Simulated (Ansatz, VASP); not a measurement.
# TiC: VASP beside Ansatz

```
Ti C
1.0
     0.00000    1.92055    2.16400
     2.40745    0.00000    2.16400
     2.40745    1.92055    0.00000
Ti C
1 1
Cartesian
  0.0000 0.0000 0.0000
  2.4074 1.9205 2.1640
```

Change from the starting cell: strain +0.1125 x Voigt [1, -1, 0, 0, 0, 0], atoms carried along.

Alike in both runs: task single point; functional r2SCAN; k mesh 24 × 24 × 24; occupations gaussian, width 0.15 eV; no spin polarisation.

```csv
,VASP,Ansatz
version,VASP 6.6.1,Ansatz 0.2.0
potentials or method,"VASP PAW PBE potentials, release 64 (Ti_sv, C), cutoff 660 eV","scalar-relativistic, plane waves, PAW"
valence electrons in the cell,16,16
```

Ansatz gave:

- gap on the k mesh at the Fermi level (eV): none
- pressure (GPa): 22.5
- traceless stress, the component that is largest in VASP (GPa): 65.70

Question: Estimate VASP's values.

Answer: gap on the k mesh at the Fermi level (eV): none; pressure (GPa): 23.2; traceless stress, the component that is largest in VASP (GPa): 66.18.

VASP's potentials were made for PBE, not for r2SCAN. A gap of «none» marks a metal or a gap that the smearing closes.
